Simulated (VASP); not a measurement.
**PbS: single point with PBEsol**

PbS, a slab with vacuum:

```
Pb S
1.0
     2.94050   -2.90000    0.00000
     2.94050    2.90000    0.00000
    -1.08005    0.00000   11.70929
Pb S
2 2
Direct
  0.77560 0.77560 0.63638
  0.22440 0.22440 0.36362
  0.26840 0.26840 0.59860
  0.73160 0.73160 0.40140
```

```yaml
Program: VASP 6.6.1
Task: single point
Functional: PBEsol
Potentials_or_basis: VASP PAW PBE potentials, release 64 (Pb_d, S)
Cutoff: 520 eV
k_mesh: 6 × 6 × 2
Occupations: gaussian, width 0.01 eV
Spin: no spin polarisation
```

| Property | Result |
| --- | --- |
| Largest force | 0.675 eV/Å |
| Band gap on the k mesh | 1.25 eV |

Forces in eV/Å, atoms in the order of the input:
```
Pb  -0.001  0.000 -0.675
Pb   0.001  0.000  0.675
S   -0.004  0.000 -0.187
S    0.004  0.000  0.187
```

Levels at points of the mesh, in eV from the valence-band top:
```tsv
k point	band 17	band 18	band 19	band 20	band 21	band 22	band 23	band 24
(0.00, 0.00, 0.00)	-2.44	-1.46	-1.34	0.00	1.37	3.13	4.85	5.14
(0.50, 0.00, 0.00)	-1.01	-1.01	-0.37	-0.37	2.01	2.01	3.09	3.09
(0.50, 0.50, 0.00)	-2.97	-2.94	-1.55	-1.45	3.69	3.81	4.57	4.65
(0.00, 0.00, 0.50)	-2.44	-1.46	-1.34	0.00	1.25	3.86	4.48	4.85
(0.50, 0.00, 0.50)	-1.01	-1.01	-0.37	-0.37	2.01	2.01	3.08	3.09
(0.50, 0.50, 0.50)	-2.97	-2.94	-1.55	-1.45	3.68	3.78	4.58	4.64
```

Run time: 77 s on 1 thread of Intel(R) Xeon(R) 6975P-C (Granite Rapids), on a shared host, peak memory 0.35 GiB.

Caveat: the PAW data sets were made with another functional, which shifts forces and pressure a little; spin-orbit coupling is left out, which moves the levels of the heavy elements.
